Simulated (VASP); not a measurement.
# Mg (P6/mmm) in VASP: notebook

The runs below take Mg through single point, with PBE.

All numbers are computed with VASP 6.6.1; they aren't measurements. Logs are shortened: lines on timing, memory, paths and dates and some standing lists are left out, and cuts for length are marked.

### Step 1. The cell of the first run

It takes space group P6/mmm (No. 191, hexagonal). The conventional cell has a = 2.806 Å, b = 2.806 Å, c = 3.045 Å, α = 90.00°, β = 90.00°, γ = 120.00°. Mg (site symmetry 6/mmm) has 8 Mg at 2.81 to 3.04 Å within 3.7 Å.

This isn't the form of Mg at room conditions, which is hcp.

### Step 2. Single point, PBE (strain -0.080 along x and y, +0.000 along z)

File INCAR:

```
  ALGO = Fast
  EDIFF = 1E-7
  ENCUT = 520
  GGA = PE
  ISIF = 2
  ISMEAR = 0
  LASPH = True
  LCHARG = False
  LREAL = False
  LWAVE = False
  NBANDS = 7
  NELM = 80
  PREC = Accurate
  SIGMA = 0.15
```

File KPOINTS:

```
k-points
0
Gamma
  18 18 16
```

File POSCAR:

```
Mg
1.0
    2.8062758165      0.0000000000      0.0000000000
   -1.4031379083      2.4303061471      0.0000000000
    0.0000000000      0.0000000000      3.0448375700
Mg
1
Direct
    0.0000000000      0.0000000000      0.0000000000
```

Potentials or basis: VASP PAW PBE potentials, release 64 (Mg).

On the command line:

```console
> cat potpaw_PBE.64/Mg/POTCAR > POTCAR
> mpirun -np 1 vasp_std > vasp.out
```

OUTCAR:

```text
EDIFF = 1E-7
   ENCUT = 520
   GGA = PE
   ISIF = 2
   ISMEAR = 0
   LASPH = True
   LREAL = False
   NELM = 80
   PREC = Accurate

 ion  position               nearest neighbor table
   1  0.000  0.000  0.000-

  LATTYP: Found a hexagonal cell.
 ALAT       =     2.8062758165
 C/A-ratio  =     1.0850100878

  Lattice vectors:

 A1 = (   2.8062758165,   0.0000000000,   0.0000000000)
 A2 = (  -1.4031379083,   2.4303061471,   0.0000000000)
 A3 = (   0.0000000000,   0.0000000000,   3.0448375700)

Analysis of symmetry for initial positions (statically):
=====================================================================
 Subroutine PRICEL returns:
 Original cell was already a primitive cell.

 Routine SETGRP: Setting up the symmetry group for a
 hexagonal supercell.

 Subroutine GETGRP returns: Found 24 space group operations
 (whereof 24 operations were pure point group operations)
 out of a pool of 24 trial point group operations.

The static configuration has the point symmetry D_6h.

Analysis of symmetry for dynamics (positions and initial velocities):
=====================================================================
 Subroutine PRICEL returns:
 Original cell was already a primitive cell.

 Routine SETGRP: Setting up the symmetry group for a
 hexagonal supercell.

 Subroutine GETGRP returns: Found 24 space group operations
 (whereof 24 operations were pure point group operations)
 out of a pool of 24 trial point group operations.

The dynamic configuration has the point symmetry D_6h.

 Subroutine INISYM returns: Found 24 space group operations
 (whereof 24 operations are pure point group operations),
 and found     1 'primitive' translations

----------------------------------------------------------------------------------------

                                     Primitive cell

  volume of cell :      20.7661

  direct lattice vectors                    reciprocal lattice vectors
     2.806275816  0.000000000  0.000000000     0.356344161  0.205735397  0.000000000
    -1.403137908  2.430306147  0.000000000     0.000000000  0.411470794  0.000000000
     0.000000000  0.000000000  3.044837570     0.000000000  0.000000000  0.328424744

  length of vectors
     2.806275816  2.806275817  3.044837570     0.411470794  0.411470794  0.328424744

  position of ions in fractional coordinates (direct lattice)
     0.000000000  0.000000000  0.000000000

  ion indices of the primitive-cell ions
   primitive index   ion index
                 1           1

----------------------------------------------------------------------------------------

 KPOINTS: k-points

Automatic generation of k-mesh.
 Grid dimensions read from file:
 generate k-points for:   18   18   16

 Generating k-lattice:

  Cartesian coordinates                     Fractional coordinates (reciprocal lattice)
     0.019796898  0.011429744  0.000000000     0.055555556 -0.000000000  0.000000000
     0.000000000  0.022859489  0.000000000     0.000000000  0.055555556  0.000000000
     0.000000000  0.000000000  0.020526547     0.000000000  0.000000000  0.062500000

  Length of vectors
     0.022859489  0.022859489  0.020526547

  Shift w.r.t. Gamma in fractional coordinates (k-lattice)
     0.000000000  0.000000000  0.000000000

 Subroutine IBZKPT returns following result:
 ===========================================

 Found    333 irreducible k-points:

 Following reciprocal coordinates:
            Coordinates               Weight
  0.000000  0.000000  0.000000      1.000000
  0.055556 -0.000000  0.000000      6.000000
  0.111111 -0.000000  0.000000      6.000000
  0.166667 -0.000000  0.000000      6.000000
  0.222222 -0.000000  0.000000      6.000000
  0.277778 -0.000000  0.000000      6.000000
[... 16 lines left out ...]
  0.333333  0.111111  0.000000     12.000000
  0.388889  0.111111  0.000000     12.000000
 [... further k-points ...]
   k-points           NKPTS =    333   k-points in BZ     NKDIM =    333   number of bands    NBANDS=      7
   number of dos      NEDOS =    301   number of ions     NIONS =      1
   total plane-waves  NPLWV =  13824
   dimension x,y,z NGX =    24 NGY =   24 NGZ =   24
   dimension x,y,z NGXF=    48 NGYF=   48 NGZF=   48
   ions per type =               1
   NGX,Y,Z   is equivalent  to a cutoff of  14.22, 14.22, 13.10 a.u.
   NGXF,Y,Z  is equivalent  to a cutoff of  28.44, 28.44, 26.21 a.u.
 SYSTEM =  unknown system
   PREC   = accura    normal or accurate (medium, high low for compatibility)
   ISTART =      0    job   : 0-new  1-cont  2-samecut
   ICHARG =      2    charge: 1-file 2-atom 10-const
   ISPIN  =      1    spin polarized calculation?
   LNONCOLLINEAR =      F non collinear calculations
   LSORBIT =      F    spin-orbit coupling
   LASPH  =      T    aspherical Exc in radial PAW
   ENCUT  =  520.0 eV  38.22 Ry    6.18 a.u.   5.22  5.22  5.66*2*pi/ulx,y,z
   NELM   =     80;   NELMIN=  2; NELMDL= -5     # of ELM steps
   EDIFF  = 0.1E-06   stopping-criterion for ELM
   LREAL  =      F    real-space projection
   EDIFFG = 0.1E-05   stopping-criterion for IOM
   NSW    =      0    number of steps for IOM
   IBRION =     -1    ionic relax: 0-MD 1-quasi-New 2-CG
   NFREE  =      0    steps in history (QN), initial steepest desc. (CG)
   ISIF   =      2    stress and relaxation
   ISYM   =      2    0-nonsym 1-usesym 2-fastsym
   POTIM  = 0.5000    time-step for ionic-motion
   TEBEG  =    0.0;   TEEND  =   0.0 temperature during run
   PSTRESS=    0.0 pullay stress
   NELECT =       2.0000    total number of electrons
   NUPDOWN=      -1.0000    fix difference up-down
   EMIN   =  10.00;   EMAX   =-10.00  energy-range for DOS
   EFERMI =   0.00;   METHOD = LEGACY
   ISMEAR =     0;   SIGMA  =   0.15  broadening in eV -4-tet -1-fermi 0-gaus
   EFERMI_NEDOS =   21; number of points for ismear=-14 and -15
   IALGO  =     68    algorithm
   IMIX   =      4    mixing-type and parameters
     AMIX     =   0.40;   BMIX     =  1.00
     AMIX_MAG =   1.60;   BMIX_MAG =  1.00
  volume/ion in A,a.u.               =      20.77       140.14
  Fermi-wavevector in a.u.,A,eV,Ry     =   0.750412  1.418073  7.661684  0.563118
  Thomas-Fermi vector in A             =   1.847157
   LORBIT       =      0    0 simple, 1 ext, 2 COOP (PROOUT), +10 PAW based schemes
   GGA     = PE    functional components
   LHFCALC =     F    Hartree Fock is set to
   AEXX    =    0.0000 exact exchange contribution
   IVDW    =     0    specifies the selected vdW correction
   LEPSILON=     F    determine dielectric tensor
   LRPA    =     F    only Hartree local field effects (RPA)
 non-spin polarized calculation
 RMM-DIIS sequential band-by-band and
 Gauss-broadening in eV      SIGMA  =   0.15
  energy-cutoff  :      520.00
  volume of cell :       20.77
 maximum number of plane-waves:       569
 NGX is ok and might be reduce to    24
   NGX = 11   NGY = 11   NGZ = 11

 number of electron       2.0000000 magnetization

 Free energy of the ion-electron system (eV)
  ---------------------------------------------------
  ext. energy  EPLUGINS =         0.00000000
  ---------------------------------------------------
  free energy    TOTEN  =        -1.10976281 eV

  energy without entropy =       -1.10598493  energy(sigma->0) =       -1.10787387

 E-fermi :   3.1415     XC(G=0):  -8.7686

 val. band max:        3.1414268872   @ k =   0.2222  -0.0000   0.3750
 cond. band min:       3.1947666046   @ k =   0.3333   0.1111   0.5000
 fundamental gap:      0.0533397174
 Fermi energy:         3.1414960537

 k-point     1 :       0.0000    0.0000    0.0000
  band No.  band energies     occupation
      1      -4.2178      2.00000
      2      10.6257      0.00000
      3      11.1040      0.00000
      4      17.7335      0.00000
      5      17.7335      0.00000
      6      20.3240      0.00000
      7      20.3240      0.00000

 k-point     2 :       0.0556   -0.0000    0.0000
  band No.  band energies     occupation
      1      -4.1388      2.00000
      2      10.6682      0.00000
      3      11.1673      0.00000
      4      16.4661      0.00000
      5      17.3820      0.00000
      6      19.9338      0.00000
      7      20.8014      0.00000

 k-point     3 :       0.1111   -0.0000    0.0000
  band No.  band energies     occupation
      1      -3.9025      2.00000
      2      10.7708      0.00000
      3      11.3573      0.00000
      4      14.5109      0.00000
      5      16.7002      0.00000
      6      19.1291      0.00000
      7      21.8597      0.00000

 k-point     4 :       0.1667   -0.0000    0.0000
  band No.  band energies     occupation
      1      -3.5102      2.00000
      2      10.7646      0.00000
      3      11.6744      0.00000
      4      12.7378      0.00000
      5      16.0054      0.00000
      6      18.3199      0.00000
      7      23.1759      0.00000

 k-point     5 :       0.2222   -0.0000    0.0000
  band No.  band energies     occupation
      1      -2.9645      2.00000
      2       9.8674      0.00000
      3      11.9894      0.00000
      4      12.1187      0.00000
      5      15.3860      0.00000
      6      17.6645      0.00000
      7      24.0845      0.00000

 k-point     6 :       0.2778   -0.0000    0.0000
  band No.  band energies     occupation
      1      -2.2689      2.00000
      2       8.2196      0.00000
      3      12.1000      0.00000
      4      12.6898      0.00000
      5      14.8681      0.00000
      6      17.2491      0.00000
      7      22.3668      0.00000

 k-point     7 :       0.3333   -0.0000    0.0000
  band No.  band energies     occupation
      1      -1.4285      2.00000
      2       6.5269      0.00000
      3      12.3128      0.00000
      4      13.3845      0.00000
      5      14.4611      0.00000
      6      17.1350      0.00000
      7      20.7487      0.00000
[... 121 lines left out ...]
 k-point    20 :       0.1667    0.1111    0.0000
  band No.  band energies     occupation
      1      -2.7319      2.00000
      2      10.0510      0.00000
      3      10.9586      0.00000
      4      12.3101      0.00000
      5      14.4120      0.00000
      6      20.1480      0.00000
      7      22.3287      0.00000

 k-point    21 :       0.2222    0.1111    0.0000
  band No.  band energies     occupation
      1      -2.0387      2.00000
      2       8.3793      0.00000
      3      10.6978      0.00000
      4      12.8824      0.00000
      5      14.4850      0.00000
      6      19.5239      0.00000
      7      22.5463      0.00000

 k-point    22 :       0.2778    0.1111    0.0000
  band No.  band energies     occupation
      1      -1.2013      2.00000
      2       6.7043      0.00000
      3      10.4257      0.00000
      4      13.5795      0.00000
      5      14.8960      0.00000
      6      19.0045      0.00000
      7      20.9292      0.00000

 k-point    23 :       0.3333    0.1111    0.0000
  band No.  band energies     occupation
      1      -0.2280      2.00000
      2       5.1150      0.00000
      3      10.1864      0.00000
      4      14.3909      0.00000
      5      15.4760      0.00000
      6      18.5889      0.00000
      7      19.4443      0.00000

 k-point    24 :       0.3889    0.1111    0.0000
  band No.  band energies     occupation
      1       0.8575      2.00000
      2       3.6551      0.00000
      3      10.0278      0.00000
      4      15.2668      0.00000
      5      16.0395      0.00000
      6      18.1592      0.00000
      7      18.2752      0.00000

 [... further k-points ...]

------------------------ aborting loop because EDIFF is reached ----------------------------------------

  FORCE on cell =-STRESS in cart. coord.  units (eV):
  Direction    XX          YY          ZZ          XY          YZ          ZX
  --------------------------------------------------------------------------------------
  -------------------------------------------------------------------------------------
  Total        1.9388509      1.9388509      0.1701208     -0.0000000      0.0000000      0.0000000
  in kB      149.5889556    149.5889556     13.1253961     -0.0000000      0.0000000      0.0000000
  external PRESSURE =     104.1011024 kB  Pullay stress =       0.0000000 kB

 VOLUME and BASIS-vectors are now :
 -----------------------------------------------------------------------------
  energy-cutoff  :      520.00
  volume of cell :       20.77
      direct lattice vectors                 reciprocal lattice vectors
     2.806275816  0.000000000  0.000000000     0.356344161  0.205735397  0.000000000
    -1.403137908  2.430306147  0.000000000     0.000000000  0.411470794  0.000000000
     0.000000000  0.000000000  3.044837570     0.000000000  0.000000000  0.328424744

 POSITION                                       TOTAL-FORCE (eV/Angst)
 -----------------------------------------------------------------------------------
      0.00000      0.00000      0.00000        -0.000000      0.000000      0.000000
 -----------------------------------------------------------------------------------
    total drift:                                0.000000      0.000000      0.000000

  FREE ENERGIE OF THE ION-ELECTRON SYSTEM (eV)
  ---------------------------------------------------
  free  energy   TOTEN  =        -1.1097628104 eV

  energy  without entropy=       -1.1059849326  energy(sigma->0) =       -1.10787387
```

Wall time 11 s (1 thread of Intel Xeon 6975P-C (Granite Rapids), shared host); peak memory 0.17 GiB.

What came out:

* Free energy: -1.1098 eV
* Pressure: 10.4 GPa
* Band gap on the k mesh: zero (bands 1 and 2 overlap by 6.07 eV)

Levels at points of the mesh, in eV from the Fermi level:
```csv
k point,band 1,band 2,band 3,band 4,band 5,band 6
"(0.00, 0.00, 0.00)",-7.36,7.48,7.96,14.59,14.59,17.18
"(0.50, 0.00, 0.00)",-1.62,-0.70,9.41,10.79,12.46,14.17
"(0.00, 0.00, 0.50)",-3.76,-2.98,16.44,16.44,19.01,19.01
"(0.50, 0.00, 0.50)",1.32,2.93,2.97,3.39,13.96,14.20
```

Caveat: the cell differs from its parent crystal (strain -0.080 along x and y, +0.000 along z); the cell stands under pressure.

### Step 3. Single point, PBE (strain -0.040 along x and y, -0.080 along z)

File INCAR:

```
PREC = Accurate
ENCUT = 520
EDIFF = 1E-6
ISMEAR = 0
SIGMA = 0.15
LREAL = False
LASPH = True
NELM = 100
ALGO = Normal
ISIF = 2
LWAVE = False
LCHARG = False
GGA = PE
NBANDS = 7
```

File KPOINTS:

```
regular mesh
0
Gamma
  18 18 16
```

File POSCAR:

```
Mg
1.0
    2.9282878085      0.0000000000      0.0000000000
   -1.4641439043      2.5359716317      0.0000000000
    0.0000000000      0.0000000000      2.8012505644
Mg
1
Direct
    0.0000000000      0.0000000000      0.0000000000
```

Potentials or basis: VASP PAW PBE potentials, release 64 (Mg).

On the command line:

```console
> cat potpaw_PBE.64/Mg/POTCAR > POTCAR
> mpirun -np 1 vasp_std > vasp.out
```

It took 9.7 s on 1 thread of Intel Xeon 6975P-C (Granite Rapids), shared host; peak memory 0.17 GiB.

Results (log left out):

```
Free energy            : -1.1767 eV
Pressure               : 8.1 GPa
Band gap on the k mesh : zero (bands 1 and 2 overlap by 6.26 eV)
```

Stress tensor (GPa, compression positive):
```
7.45 0.00 0.00
0.00 7.45 0.00
0.00 0.00 9.32
```

Levels at points of the mesh, in eV from the Fermi level:
| k point | band 1 | band 2 | band 3 | band 4 | band 5 | band 6 |
| --- | --- | --- | --- | --- | --- | --- |
| (0.00, 0.00, 0.00) | -7.37 | 9.11 | 10.91 | 13.16 | 13.16 | 14.85 |
| (0.50, 0.00, 0.00) | -1.97 | -1.34 | 8.65 | 9.23 | 14.89 | 16.54 |
| (0.00, 0.00, 0.50) | -2.71 | -2.64 | 15.96 | 15.96 | 17.06 | 17.06 |
| (0.50, 0.00, 0.50) | 1.96 | 2.59 | 2.92 | 3.89 | 12.90 | 13.40 |

Caveat: the cell differs from its parent crystal (strain -0.040 along x and y, -0.080 along z); the cell stands under pressure.

### Step 4. Single point, PBE (strain -0.080 along x and y, +0.040 along z)

File INCAR:

```
SYSTEM = Mg
PREC = Accurate ; ENCUT = 520
EDIFF = 1E-6 ; ISMEAR = 0
SIGMA = 0.15 ; LREAL = .False.
LASPH = .True. ; NELM = 80
ALGO = Normal ; ISIF = 2
LWAVE = .False. ; LCHARG = .True.
GGA = PE ; LELF = .True.
LVHAR = .True. ; NBANDS = 7
```

File KPOINTS:

```
Automatic mesh
0
Gamma
  18 18 16
  0 0 0
```

File POSCAR:

```
Mg
1.0
    2.8062758165      0.0000000000      0.0000000000
   -1.4031379083      2.4303061471      0.0000000000
    0.0000000000      0.0000000000      3.1666310728
Mg
1
Direct
    0.0000000000      0.0000000000      0.0000000000
```

On the command line:

```console
> cat potpaw_PBE.64/Mg/POTCAR > POTCAR
> mpirun -np 1 vasp_std > vasp.out
```

It took 9.3 s on 1 thread of Intel Xeon 6975P-C (Granite Rapids), shared host; peak memory 0.17 GiB.

The run converged. Its results:

* Free energy: -1.1094 eV
* Pressure: 9.2 GPa
* Band gap on the k mesh: zero (bands 1 and 2 overlap by 5.81 eV)

Stress tensor (GPa, compression positive):
```
14.41  0.00  0.00
 0.00 14.41  0.00
 0.00  0.00 -1.17
```

Levels at points of the mesh, in eV from the Fermi level:
```tsv
k point	band 1	band 2	band 3	band 4	band 5	band 6
(0.00, 0.00, 0.00)	-7.16	6.86	6.96	14.76	14.76	17.41
(0.50, 0.00, 0.00)	-1.44	-0.49	9.44	10.99	11.61	13.14
(0.00, 0.00, 0.50)	-4.00	-2.92	16.31	16.31	19.26	19.26
(0.50, 0.00, 0.50)	1.11	3.02	3.07	3.13	13.74	14.38
```

Caveat: the cell differs from its parent crystal (strain -0.080 along x and y, +0.040 along z); the cell stands under pressure.

### Step 5. Overview

| cell | gap on the mesh (eV) | pressure (GPa) |
| --- | --- | --- |
| a = 2.806, b = 2.806, c = 3.045 Å, angles 90.0, 90.0, 120.0°, 1 atom | none | 10.4 |
| a = 2.928, b = 2.928, c = 2.801 Å, angles 90.0, 90.0, 120.0°, 1 atom | none | 8.1 |
| a = 2.806, b = 2.806, c = 3.167 Å, angles 90.0, 90.0, 120.0°, 1 atom | none | 9.2 |

Alike in all rows: task single point; level PBE; potentials or basis VASP PAW PBE potentials, release 64 (Mg); no spin polarisation; k mesh 18 × 18 × 16; cutoff (eV) 520; smearing gaussian 0.15 eV.

Caveats: the cell stands under pressure.

Absolute energies hang on the potentials; compare differences alone.
